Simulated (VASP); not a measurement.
W:

```
CELL_PARAMETERS angstrom
2.90093 0.00000 0.00000
-1.45047 2.51228 0.00000
0.00000 0.00000 9.35608
ATOMIC_POSITIONS crystal
W 0.00000 0.00000 0.00000
W 0.00000 0.00000 0.50000
W 0.33333 0.66667 0.75000
W 0.66667 0.33333 0.25000
```

This isn't the form of W at room conditions, which is bcc.

* Program: VASP 6.6.1
* Task: relaxation of cell and atoms
* Functional: r2SCAN
* Potentials or basis: VASP PAW PBE potentials, release 64 (W_sv)
* Cutoff: 600 eV
* k mesh: 6 × 6 × 2
* Occupations: gaussian, width 0.1 eV
* Spin: no spin polarisation

At the start: pressure -12.0 GPa; volume 17.05 Å³/atom.

Q: How do energy, volume and symmetry change on relaxing?

A: Over 13 steps the energy falls by 114.4 meV/atom and the volume is 16.40 Å³/atom (-3.8 %); space group P6_3/mmc (No. 194, to 0.1 Å) before and after.

The path:
| step | energy change (eV) | largest force (eV/Å) | pressure (GPa) | volume (Å³) |
| --- | --- | --- | --- | --- |
| 1 | 0.0000 | 0.0000 | -12.05 | 68.19 |
| 2 | 1.1163 | 0.0000 | 58.26 | 56.25 |
| 3 | -0.1691 | 0.0000 | 1.94 | 64.77 |
| 4 | -0.1699 | 0.0000 | 2.83 | 64.57 |
| 5 | -0.3668 | 0.0000 | 12.22 | 63.15 |
| 6 | -0.3777 | 0.0000 | 10.64 | 63.36 |
| 7 | -0.4192 | 0.0000 | -2.50 | 66.37 |
| 8 | -0.4475 | 0.0000 | 2.51 | 65.16 |
| 9 | -0.4475 | 0.0000 | 2.29 | 65.21 |
| 10 | -0.4573 | 0.0000 | -0.03 | 65.64 |
| 11 | -0.4574 | 0.0000 | -0.39 | 65.71 |
| 12 | -0.4574 | 0.0000 | -0.33 | 65.70 |
| 13 | -0.4576 | 0.0000 | -0.03 | 65.62 |

Final structure:
```
CELL_PARAMETERS angstrom
2.76982 0.00000 0.00000
-1.38491 2.39874 0.00000
0.00000 0.00000 9.87603
ATOMIC_POSITIONS crystal
W 0.00000 0.00000 0.00000
W 0.00000 0.00000 0.50000
W 0.33333 0.66667 0.75000
W 0.66667 0.33333 0.25000
```

Caveat: the k points lie up to 0.44 Å⁻¹ apart in the final cell, too coarse for converged energies and pressures of a metal; the PAW data sets were made with another functional, which shifts forces and pressure a little.
